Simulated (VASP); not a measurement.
# CaSe (Pm-3m) in VASP: a series of runs

Runs on CaSe. Level: r2SCAN+rVV10. Tasks: single point, relaxation of cell and atoms.

Everything below comes from runs of VASP 6.6.1. Logs are shortened: lines on timing, memory, paths and dates and some standing lists are left out, and cuts for length are marked.

### 1 The cell of the first run

It takes space group Pm-3m (No. 221, cubic). The conventional cell has a = 3.618 Å, b = 3.618 Å, c = 3.618 Å, α = 90.00°, β = 90.00°, γ = 90.00°. Within 4.1 Å of Ca (site symmetry m-3m) lie 8 Se at 3.13 Å and 6 Ca at 3.62 Å. Within 4.1 Å of Se (site symmetry m-3m) lie 8 Ca at 3.13 Å and 6 Se at 3.62 Å.

### 2 Single point, r2SCAN+rVV10

The input, POSCAR:

```
CaSe
1.0
    3.6179125288      0.0000000000      0.0000000000
    0.0000000000      3.6179125288      0.0000000000
    0.0000000000      0.0000000000      3.6179125288
Ca Se
1 1
Direct
    0.0000000000      0.0000000000      0.0000000000
    0.5000000000      0.5000000000      0.5000000000
```

The input, INCAR.step1:

```
PREC = Accurate
ENCUT = 550
ISMEAR = -1
SIGMA = 0.03
LREAL = False
LASPH = True
NELM = 120
NBANDS = 15
GGA = PE
ALGO = Normal
EDIFF = 1E-5
LWAVE = True
LCHARG = False
GGA_COMPAT = False
```

The input, INCAR.step2:

```
PREC = Accurate
ENCUT = 550
EDIFF = 1E-6
ISMEAR = -1
SIGMA = 0.03
LREAL = False
LASPH = True
NELM = 120
ALGO = Normal
ISIF = 2
LWAVE = False
LCHARG = False
METAGGA = R2SCAN
LMIXTAU = True
LUSE_VDW = True
IVDW_NL = 2
BPARAM = 11.95
CPARAM = 0.0093
NBANDS = 15
ISTART = 1
GGA_COMPAT = False
```

The input, KPOINTS:

```
Automatic mesh
0
Gamma
  6 6 6
```

Potentials or basis: VASP PAW PBE potentials, release 64 (Ca_sv, Se).

Started as:

```bash
cat potpaw_PBE.64/Ca_sv/POTCAR potpaw_PBE.64/Se/POTCAR > POTCAR
cp INCAR.step1 INCAR
mpirun -np 1 vasp_std > vasp.out
cp INCAR.step2 INCAR
mpirun -np 1 vasp_std > vasp.out
```

OUTCAR:

```text
PREC = Accurate
   ENCUT = 550
   EDIFF = 1E-6
   ISMEAR = -1
   LREAL = False
   LASPH = True
   NELM = 120
   ISIF = 2
   METAGGA = R2SCAN
   IVDW_NL = 2
   BPARAM = 11.95
   ISTART = 1

 ion  position               nearest neighbor table
   1  0.000  0.000  0.000-
   2  0.500  0.500  0.500-

  LATTYP: Found a simple cubic cell.
 ALAT       =     3.6179125288

  Lattice vectors:

 A1 = (   3.6179125288,   0.0000000000,   0.0000000000)
 A2 = (   0.0000000000,   3.6179125288,   0.0000000000)
 A3 = (   0.0000000000,   0.0000000000,   3.6179125288)

Analysis of symmetry for initial positions (statically):
=====================================================================
 Subroutine PRICEL returns:
 Original cell was already a primitive cell.

 Routine SETGRP: Setting up the symmetry group for a
 simple cubic supercell.

 Subroutine GETGRP returns: Found 48 space group operations
 (whereof 48 operations were pure point group operations)
 out of a pool of 48 trial point group operations.

The static configuration has the point symmetry O_h .

Analysis of symmetry for dynamics (positions and initial velocities):
=====================================================================
 Subroutine PRICEL returns:
 Original cell was already a primitive cell.

 Routine SETGRP: Setting up the symmetry group for a
 simple cubic supercell.

 Subroutine GETGRP returns: Found 48 space group operations
 (whereof 48 operations were pure point group operations)
 out of a pool of 48 trial point group operations.

The dynamic configuration has the point symmetry O_h .

 Subroutine INISYM returns: Found 48 space group operations
 (whereof 48 operations are pure point group operations),
 and found     1 'primitive' translations

----------------------------------------------------------------------------------------

                                     Primitive cell

  volume of cell :      47.3559

  direct lattice vectors                    reciprocal lattice vectors
     3.617912529  0.000000000  0.000000000     0.276402481  0.000000000  0.000000000
     0.000000000  3.617912529  0.000000000     0.000000000  0.276402481  0.000000000
     0.000000000  0.000000000  3.617912529     0.000000000  0.000000000  0.276402481

  length of vectors
[... 77 lines left out ...]
   EDIFF  = 0.1E-05   stopping-criterion for ELM
   LREAL  =      F    real-space projection
[... 7 lines left out ...]
   TEBEG  =    0.0;   TEEND  =   0.0 temperature during run
   PSTRESS=    0.0 pullay stress
   NELECT =      16.0000    total number of electrons
   NUPDOWN=      -1.0000    fix difference up-down
   EMIN   =  10.00;   EMAX   =-10.00  energy-range for DOS
   EFERMI =   0.00;   METHOD = LEGACY
   ISMEAR =    -1;   SIGMA  =   0.03  broadening in eV -4-tet -1-fermi 0-gaus
   EFERMI_NEDOS =   21; number of points for ismear=-14 and -15
   IALGO  =     38    algorithm
   IMIX   =      4    mixing-type and parameters
     AMIX     =   0.40;   BMIX     =  1.00
     AMIX_MAG =   1.60;   BMIX_MAG =  1.00
  volume/ion in A,a.u.               =      23.68       159.79
  Fermi-wavevector in a.u.,A,eV,Ry     =   1.140224  2.154711 17.689074  1.300110
  Thomas-Fermi vector in A             =   2.276926
   LORBIT       =      0    0 simple, 1 ext, 2 COOP (PROOUT), +10 PAW based schemes
   METAGGA = R2SCAN    functional components
   LHFCALC =     F    Hartree Fock is set to
   AEXX    =    0.0000 exact exchange contribution
   IVDW_NL    =     2    kernel type
   BPARAM     =11.9500
   IVDW    =     0    specifies the selected vdW correction
   LEPSILON=     F    determine dielectric tensor
   LRPA    =     F    only Hartree local field effects (RPA)
 non-spin polarized calculation
  energy-cutoff  :      550.00
  volume of cell :       47.36
 maximum number of plane-waves:      1409
 NGX is ok and might be reduce to    28
   NGX = 13   NGY = 13   NGZ = 13

 number of electron      16.0000008 magnetization

 Free energy of the ion-electron system (eV)
  ---------------------------------------------------
  ext. energy  EPLUGINS =         0.00000000
  ---------------------------------------------------
  free energy    TOTEN  =       -24.83584642 eV

  energy without entropy =      -24.83584642  energy(sigma->0) =      -24.83584642

 E-fermi :   4.7482     XC(G=0): -10.1235

 val. band max:        4.1741521054   @ k =   0.5000   0.5000   0.0000
 cond. band min:       5.3573347419   @ k =   0.5000   0.5000   0.0000
 fundamental gap:      1.1831826366
 Fermi energy:         4.7481859199

 k-point     1 :       0.0000    0.0000    0.0000
  band No.  band energies     occupation
      1     -38.7638      2.00000
      2     -18.8246      2.00000
      3     -18.8246      2.00000
      4     -18.8246      2.00000
      5      -9.3882      2.00000
      6       3.2716      2.00000
      7       3.2716      2.00000
      8       3.2716      2.00000
      9       5.6354      0.00000
     10       5.6354      0.00000
     11       7.1135      0.00000
     12       9.0767      0.00000
     13       9.0767      0.00000
     14       9.0767      0.00000
[... 329 lines left out ...]
      2     -18.9426      2.00000
      3     -18.9426      2.00000
      4     -18.9426      2.00000
      5      -7.6274      2.00000
      6       0.3215      2.00000
      7       0.3215      2.00000
      8       0.3215      2.00000
      9       8.5342      0.00000
     10       8.5342      0.00000
     11       8.5342      0.00000
     12      10.1510      0.00000
     13      10.1510      0.00000
     14      10.5574      0.00000
     15      10.5574      0.00000

------------------------ aborting loop because EDIFF is reached ----------------------------------------

  FORCE on cell =-STRESS in cart. coord.  units (eV):
  Direction    XX          YY          ZZ          XY          YZ          ZX
  --------------------------------------------------------------------------------------
  -------------------------------------------------------------------------------------
  Total        0.0937944      0.0937944      0.0937944     -0.0000000     -0.0000000     -0.0000000
  in kB        3.1733158      3.1733158      3.1733158     -0.0000000     -0.0000000     -0.0000000
  external PRESSURE =       3.1733158 kB  Pullay stress =       0.0000000 kB

 VOLUME and BASIS-vectors are now :
 -----------------------------------------------------------------------------
  energy-cutoff  :      550.00
  volume of cell :       47.36
      direct lattice vectors                 reciprocal lattice vectors
     3.617912529  0.000000000  0.000000000     0.276402481  0.000000000  0.000000000
     0.000000000  3.617912529  0.000000000     0.000000000  0.276402481  0.000000000
     0.000000000  0.000000000  3.617912529     0.000000000  0.000000000  0.276402481

 POSITION                                       TOTAL-FORCE (eV/Angst)
 -----------------------------------------------------------------------------------
      0.00000      0.00000      0.00000         0.000000      0.000000      0.000000
      1.80896      1.80896      1.80896         0.000000      0.000000      0.000000
 -----------------------------------------------------------------------------------
    total drift:                               -0.000000      0.000000      0.000000

  FREE ENERGIE OF THE ION-ELECTRON SYSTEM (eV)
  ---------------------------------------------------
  free  energy   TOTEN  =       -24.8358464211 eV

  energy  without entropy=      -24.8358464210  energy(sigma->0) =      -24.83584642
```

OUTCAR.step1:

```text
PREC = Accurate
   ENCUT = 550
   ISMEAR = -1
   LREAL = False
   LASPH = True
[... 574 lines left out ...]
      0.00000      0.00000      0.00000         0.000000      0.000000      0.000000
      1.80896      1.80896      1.80896         0.000000      0.000000      0.000000
 -----------------------------------------------------------------------------------
    total drift:                               -0.000000      0.000000      0.000000

  FREE ENERGIE OF THE ION-ELECTRON SYSTEM (eV)
  ---------------------------------------------------
  free  energy   TOTEN  =        -8.7881980126 eV

  energy  without entropy=       -8.7881979095  energy(sigma->0) =       -8.78819796
```

Run time: 87 s. Hardware: 1 thread of Intel Xeon 8259CL, shared host; peak memory 0.27 GiB.

Results:

```
Free energy            : -24.8358 eV
Pressure               : 0.3 GPa
Band gap on the k mesh : 1.18 eV
```

Caveat: the PAW data sets were made with another functional, which shifts forces and pressure a little.

### 3 Single point, r2SCAN+rVV10

POSCAR is that of step 2.

The input, INCAR.step1:

```
  ALGO = Normal
  EDIFF = 1E-5
  ENCUT = 550
  GGA = PE
  GGA_COMPAT = False
  ISMEAR = -1
  LASPH = True
  LCHARG = False
  LREAL = False
  LWAVE = True
  NBANDS = 15
  NELM = 120
  PREC = Accurate
  SIGMA = 0.03
```

The input, INCAR.step2:

```
  ALGO = Normal
  BPARAM = 11.95
  CPARAM = 0.0093
  EDIFF = 1E-6
  ENCUT = 550
  GGA_COMPAT = False
  ISIF = 2
  ISMEAR = -1
  ISTART = 1
  IVDW_NL = 2
  LASPH = True
  LCHARG = False
  LMIXTAU = True
  LREAL = False
  LUSE_VDW = True
  LWAVE = False
  METAGGA = R2SCAN
  NBANDS = 15
  NELM = 120
  PREC = Accurate
  SIGMA = 0.03
```

The input, KPOINTS:

```
k-points
0
Gamma
  8 8 8
```

Potentials or basis: VASP PAW PBE potentials, release 64 (Ca_sv, Se).

Started as:

```bash
cat potpaw_PBE.64/Ca_sv/POTCAR potpaw_PBE.64/Se/POTCAR > POTCAR
cp INCAR.step1 INCAR
mpirun -np 1 vasp_std > vasp.out
cp INCAR.step2 INCAR
mpirun -np 1 vasp_std > vasp.out
```

It took 2 min on 1 thread of Intel Xeon 8259CL, shared host; peak memory 0.28 GiB.

The run converged. Its results:

```yaml
Free_energy: -24.8417 eV
Pressure: 0.3 GPa
Band_gap_on_the_k_mesh: 1.19 eV
```

Levels at points of the mesh, in eV from the valence-band top:
```
           k point  band 5  band 6  band 7  band 8  band 9  band 10  band 11  band 12
(0.00, 0.00, 0.00)  -13.56   -0.90   -0.90   -0.90    1.47     1.47     2.94     4.91
(0.50, 0.00, 0.00)  -12.76   -5.05   -1.07   -1.07    2.46     5.19     5.34     5.40
(0.50, 0.50, 0.00)  -12.43   -3.71   -3.71    0.00    1.19     3.49     3.63     3.63
(0.50, 0.50, 0.50)  -11.80   -3.85   -3.85   -3.85    4.36     4.36     4.36     5.98
```

Caveat: the PAW data sets were made with another functional, which shifts forces and pressure a little. A k mesh can miss the band edges.

### 4 Relaxation of cell and atoms, r2SCAN+rVV10

This run uses another cell than the first one, of 23.24 Å³/atom.

The input, POSCAR:

```
CaSe
1.0
    3.5956535388      0.0000000000      0.0000000000
    0.0000000000      3.5956535388      0.0000000000
    0.0000000000      0.0000000000      3.5956535388
Ca Se
1 1
Direct
    0.0000000000      0.0000000000      0.0000000000
    0.5000000000      0.5000000000      0.5000000000
```

The input, INCAR.step1:

```
SYSTEM = CaSe
PREC = Accurate ; ENCUT = 550
ISMEAR = -1 ; SIGMA = 0.03
LREAL = .FALSE. ; LASPH = .TRUE.
NELM = 120 ; GGA = PE
ALGO = Normal ; EDIFF = 1E-5
LWAVE = .TRUE. ; LCHARG = .FALSE.
GGA_COMPAT = .FALSE. ; IBRION = 2
ISIF = 3 ; EDIFFG = -0.005
NELMIN = 4 ; NSW = 100
```

The input, INCAR.step2:

```
SYSTEM = CaSe
PREC = Accurate ; ENCUT = 550
EDIFF = 1E-7 ; ISMEAR = -1
SIGMA = 0.03 ; LREAL = .FALSE.
LASPH = .TRUE. ; NELM = 120
ALGO = Normal ; ISIF = 3
LWAVE = .FALSE. ; LCHARG = .FALSE.
METAGGA = R2SCAN ; LMIXTAU = .TRUE.
LUSE_VDW = .TRUE. ; IVDW_NL = 2
BPARAM = 11.95 ; CPARAM = 0.0093
IBRION = 2 ; NSW = 100
EDIFFG = -0.01 ; ISTART = 1
GGA_COMPAT = .FALSE. ; NELMIN = 4
```

The input, KPOINTS:

```
regular mesh
0
G
  6 6 6
  0 0 0
```

Started as:

```bash
cat potpaw_PBE.64/Ca_sv/POTCAR potpaw_PBE.64/Se/POTCAR > POTCAR
cp INCAR.step1 INCAR
mpirun -np 1 vasp_std > vasp.out
cp INCAR.step2 INCAR
mpirun -np 1 vasp_std > vasp.out
```

It took 5 min on 1 thread of Intel Xeon 8259CL, shared host; peak memory 0.27 GiB.

Results (log left out):

| Item | Value |
| --- | --- |
| Free energy | -24.8358 eV |
| Relaxed volume | 23.81 Å³/atom |
| Relaxed cell | a = 3.625 Å, b = 3.625 Å, c = 3.625 Å, α = 90.00°, β = 90.00°, γ = 90.00° |
| Space group after relaxing (to 0.1 Å) | Pm-3m (No. 221) |
| Energy gained by relaxing | 2.5 meV/atom |
| Ionic steps | 3 |
| Pressure after relaxing | 0.0 GPa |
| Band gap on the k mesh | 1.19 eV |

The path:
```csv
step,energy change (eV),largest force (eV/Å),pressure (GPa),volume (Å³)
1,0.0000,0.0000,1.44,46.49
2,-0.0047,0.0000,-0.34,47.91
3,-0.0050,0.0000,0.00,47.62
```

Final structure:
```cif
data_structure
_symmetry_space_group_name_H-M 'P 1'
_symmetry_Int_Tables_number 1
_cell_length_a 3.6246
_cell_length_b 3.6246
_cell_length_c 3.6246
_cell_angle_alpha 90.000
_cell_angle_beta 90.000
_cell_angle_gamma 90.000
_cell_volume 47.62
loop_
_atom_site_label
_atom_site_type_symbol
_atom_site_fract_x
_atom_site_fract_y
_atom_site_fract_z
_atom_site_occupancy
Ca1 Ca 0.00000 0.00000 0.00000 1
Se1 Se 0.50000 0.50000 0.50000 1
```

Levels at points of the mesh, in eV from the valence-band top:
```tsv
k point	band 4	band 5	band 6	band 7	band 8	band 9	band 10	band 11	band 12
(0.00, 0.00, 0.00)	-23.01	-13.53	-0.90	-0.90	-0.90	1.48	1.48	2.90	4.89
(0.50, 0.00, 0.00)	-22.99	-12.74	-5.02	-1.06	-1.06	2.46	5.17	5.32	5.37
(0.50, 0.50, 0.00)	-22.98	-12.41	-3.68	-3.68	0.00	1.19	3.48	3.62	3.62
(0.50, 0.50, 0.50)	-23.12	-11.79	-3.82	-3.82	-3.82	4.35	4.35	4.35	5.96
```

Caveat: the PAW data sets were made with another functional, which shifts forces and pressure a little. A k mesh can miss the band edges.

### 5 The runs side by side

| task | cell | k mesh | gap on the mesh (eV) | pressure (GPa) |
| --- | --- | --- | --- | --- |
| single point | a = 3.618 Å, 2 atoms | 6 × 6 × 6 | 1.18 | 0.3 |
| single point | a = 3.618 Å, 2 atoms | 8 × 8 × 8 | 1.19 | 0.3 |
| relaxation of cell and atoms | relaxed from a = 3.596 Å, 2 atoms | 6 × 6 × 6 | 1.19 | 0.0 |

Alike in all rows: level r2SCAN+rVV10; potentials or basis VASP PAW PBE potentials, release 64 (Ca_sv, Se); no spin polarisation; cutoff (eV) 550; smearing fermi-dirac 0.03 eV.

Caveats: the PAW data sets were made with another functional, which shifts forces and pressure a little.

Absolute energies hang on the potentials; compare differences alone.
